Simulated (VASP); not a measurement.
Crystal: SiO.

```xyz
2
Lattice="2.8070 0.0000 0.0000 0.0000 2.8070 0.0000 0.0000 0.0000 2.8070" Properties=species:S:1:pos:R:3 pbc="T T T"
Si    0.0000    0.0000    0.0000
O     1.4035    1.4035    1.4035
```

| Property | Result |
| --- | --- |
| Program | VASP 6.6.1 |
| Task | relaxation of cell and atoms |
| Functional | PBEsol |
| Dispersion | D4 |
| Potentials or basis | VASP PAW PBE potentials, release 64 (Si, O) |
| Cutoff | 600 eV |
| k mesh | 9 × 9 × 9 |
| Occupations | fermi-dirac, width 0.05 eV |
| Spin | no spin polarisation |

At the start: pressure -5.8 GPa; volume 11.06 Å³/atom.

Q: Where does the relaxation end?

A: Over 4 steps the energy falls by 11.1 meV/atom and the volume is 10.53 Å³/atom (-4.7 %); space group Pm-3m (No. 221, to 0.05 Å).

The path:
```tsv
step	energy change (eV)	largest force (eV/Å)	pressure (GPa)	volume (Å³)
1	0.0000	0.0000	-5.78	22.12
2	-0.0214	0.0000	1.39	20.86
3	-0.0222	0.0000	0.20	21.04
4	-0.0223	0.0000	-0.04	21.07
```

Final structure:
```
Si O
1.0
     2.76195    0.00000    0.00000
     0.00000    2.76195    0.00000
     0.00000    0.00000    2.76195
Si O
1 1
Direct
  0.00000 0.00000 0.00000
  0.50000 0.50000 0.50000
```

Caveat: the PAW data sets were made with another functional, which shifts forces and pressure a little; pairwise dispersion overbinds metals, which lowers pressure and volume.
